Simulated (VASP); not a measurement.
# Au (Fm-3m) in VASP: a series of runs, part 2 of 2

VASP 6.6.1. Earlier steps stand in the parts before.

## 3. Single point, PBEsol (Ir replaced by Au, lengths x 0.979, strained)

Contents of INCAR:

```
PREC = Accurate ; ENCUT = 520
EDIFF = 1E-6 ; ISMEAR = 0
SIGMA = 0.1 ; LREAL = F
LASPH = T ; NELM = 100
ALGO = Normal ; ISIF = 2
LWAVE = F ; LCHARG = F
GGA = PS ; NBANDS = 12
```

Contents of KPOINTS:

```
regular mesh
0
Gamma
  20 20 20
```

Contents of POSCAR:

```
Au
1.0
    0.0000000000      1.8744024320      1.8744024320
    1.8744024320      0.0000000000      1.8744024320
    1.8744024320      1.8744024320      0.0000000000
Au
1
Direct
    0.0000000000      0.0000000000      0.0000000000
```

Potentials or basis: VASP PAW PBE potentials, release 64 (Au).

The run is started by

```bash
$ cat potpaw_PBE.64/Au/POTCAR > POTCAR
$ mpirun -np 1 vasp_std > vasp.out
```

OUTCAR:

```text
PREC = Accurate
   ENCUT = 520
   EDIFF = 1E-6
   ISMEAR = 0
   LREAL = F
   LASPH = T
   NELM = 100
   ISIF = 2
   GGA = PS

 ion  position               nearest neighbor table
   1  0.000  0.000  0.000-

  LATTYP: Found a face centered cubic cell.
 ALAT       =     3.7488048640

  Lattice vectors:

 A1 = (   0.0000000000,   1.8744024320,   1.8744024320)
 A2 = (   1.8744024320,   0.0000000000,   1.8744024320)
 A3 = (   1.8744024320,   1.8744024320,   0.0000000000)

Analysis of symmetry for initial positions (statically):
=====================================================================
 Subroutine PRICEL returns:
 Original cell was already a primitive cell.

 Routine SETGRP: Setting up the symmetry group for a
 face centered cubic supercell.

 Subroutine GETGRP returns: Found 48 space group operations
 (whereof 48 operations were pure point group operations)
 out of a pool of 48 trial point group operations.

The static configuration has the point symmetry O_h .

Analysis of symmetry for dynamics (positions and initial velocities):
=====================================================================
 Subroutine PRICEL returns:
 Original cell was already a primitive cell.

 Routine SETGRP: Setting up the symmetry group for a
 face centered cubic supercell.

 Subroutine GETGRP returns: Found 48 space group operations
 (whereof 48 operations were pure point group operations)
 out of a pool of 48 trial point group operations.

The dynamic configuration has the point symmetry O_h .

 Subroutine INISYM returns: Found 48 space group operations
 (whereof 48 operations are pure point group operations),
 and found     1 'primitive' translations

----------------------------------------------------------------------------------------

                                     Primitive cell

  volume of cell :      13.1710

[... 107 lines left out ...]
  volume/ion in A,a.u.               =      13.17        88.88
  Fermi-wavevector in a.u.,A,eV,Ry     =   1.541699  2.913388 32.338809  2.376835
  Thomas-Fermi vector in A             =   2.647608
   LORBIT       =      0    0 simple, 1 ext, 2 COOP (PROOUT), +10 PAW based schemes
   GGA     = PS    functional components
   LHFCALC =     F    Hartree Fock is set to
   AEXX    =    0.0000 exact exchange contribution
   IVDW    =     0    specifies the selected vdW correction
   LEPSILON=     F    determine dielectric tensor
   LRPA    =     F    only Hartree local field effects (RPA)
 non-spin polarized calculation
 Gauss-broadening in eV      SIGMA  =   0.10
  energy-cutoff  :      520.00
  volume of cell :       13.17
 maximum number of plane-waves:       368
   NGX =  9   NGY =  9   NGZ =  9

 number of electron      11.0000001 magnetization

 Free energy of the ion-electron system (eV)
  ---------------------------------------------------
  ext. energy  EPLUGINS =         0.00000000
  ---------------------------------------------------
  free energy    TOTEN  =        -3.09046511 eV

  energy without entropy =       -3.08921347  energy(sigma->0) =       -3.08983929

 E-fermi :  14.4491     XC(G=0): -14.4549

 val. band max:       14.4182063444   @ k =  -0.2000   0.3000   0.1000
 cond. band min:      14.4667192372   @ k =   0.5000   0.5000   0.0000
 fundamental gap:      0.0485128928
 Fermi energy:        14.4491168978

 k-point     1 :       0.0000    0.0000    0.0000
  band No.  band energies     occupation
      1       1.2479      2.00000
      2       7.8895      2.00000
      3       7.8895      2.00000
      4       7.8895      2.00000
      5      10.2786      2.00000
      6      10.2786      2.00000
      7      28.0063      0.00000
      8      33.5285      0.00000
      9      33.5285      0.00000
     10      33.5285      0.00000
     11      39.3279      0.00000
     12      47.7334      0.00000
[... 331 lines left out ...]
 k-point    24 :      -0.3500    0.0500    0.0000
  band No.  band energies     occupation
      1       4.2178      2.00000
      2       7.9622      2.00000
      3       8.0572      2.00000
      4       9.1870      2.00000
      5      11.2387      2.00000
      6      12.0055      2.00000
      7      22.5394      0.00000
      8      28.5794      0.00000
      9      33.8306      0.00000
     10      35.5352      0.00000
     11      39.9575      0.00000
     12      41.8219      0.00000

 [... further k-points ...]
[... 5 lines left out ...]
  --------------------------------------------------------------------------------------
  -------------------------------------------------------------------------------------
  Total        7.5722241      7.5722241      7.5722241     -0.0000000      0.0000000     -0.0000000
  in kB      921.1185441    921.1185441    921.1185441     -0.0000000      0.0000000     -0.0000000
  external PRESSURE =     921.1185441 kB  Pullay stress =       0.0000000 kB

 VOLUME and BASIS-vectors are now :
 -----------------------------------------------------------------------------
  energy-cutoff  :      520.00
  volume of cell :       13.17
      direct lattice vectors                 reciprocal lattice vectors
     0.000000000  1.874402432  1.874402432    -0.266751681  0.266751681  0.266751681
     1.874402432  0.000000000  1.874402432     0.266751681 -0.266751681  0.266751681
     1.874402432  1.874402432  0.000000000     0.266751681  0.266751681 -0.266751681

 POSITION                                       TOTAL-FORCE (eV/Angst)
 -----------------------------------------------------------------------------------
      0.00000      0.00000      0.00000        -0.000000      0.000000     -0.000000
 -----------------------------------------------------------------------------------
    total drift:                                0.000000      0.000000     -0.000000

  FREE ENERGIE OF THE ION-ELECTRON SYSTEM (eV)
  ---------------------------------------------------
  free  energy   TOTEN  =        -3.0904651129 eV

  energy  without entropy=       -3.0892134728  energy(sigma->0) =       -3.08983929
```

stdout:

```text
POSCAR found type information on POSCAR Au
 POSCAR found :  1 types and       1 ions
 scaLAPACK will be used
 -----------------------------------------------------------------------------
|                                                                             |
|                                                                             |
|     You enforced a specific xc type in the INCAR file but a different       |
|     I HOPE YOU KNOW WHAT YOU ARE DOING!                                     |
|                                                                             |
 -----------------------------------------------------------------------------

 LDA part: xc-table for (Slater+PW92), standard interpolation
 POSCAR, INCAR and KPOINTS ok, starting setup
 FFT: planning ... GRIDC
 FFT: planning ... GRID_SOFT
 FFT: planning ... GRID
 WAVECAR not read
 entering main loop
```

Wall time 12 s (1 thread of Intel Xeon 6975P-C (Granite Rapids), shared host); peak memory 0.15 GiB.

Results:

| Item | Value |
| --- | --- |
| Free energy | -3.0905 eV |
| Pressure | 92.1 GPa |

Levels at points of the mesh, in eV from the Fermi level:
```tsv
k point	band 3	band 4	band 5	band 6	band 7	band 8	band 9	band 10
(0.00, 0.00, 0.00)	-6.56	-6.56	-4.17	-4.17	13.56	19.08	19.08	19.08
(0.50, 0.00, 0.00)	-6.64	-2.52	-2.29	-2.29	4.56	13.08	18.67	18.67
(0.50, 0.50, 0.00)	-2.34	-1.77	-1.77	0.02	8.04	10.44	10.44	20.01
```

Caveat: the cell differs from its parent crystal (Ir replaced by Au, lengths x 0.979, strained); the PAW data sets were made with another functional, which shifts forces and pressure a little; spin-orbit coupling is left out, which moves the levels of the heavy elements.
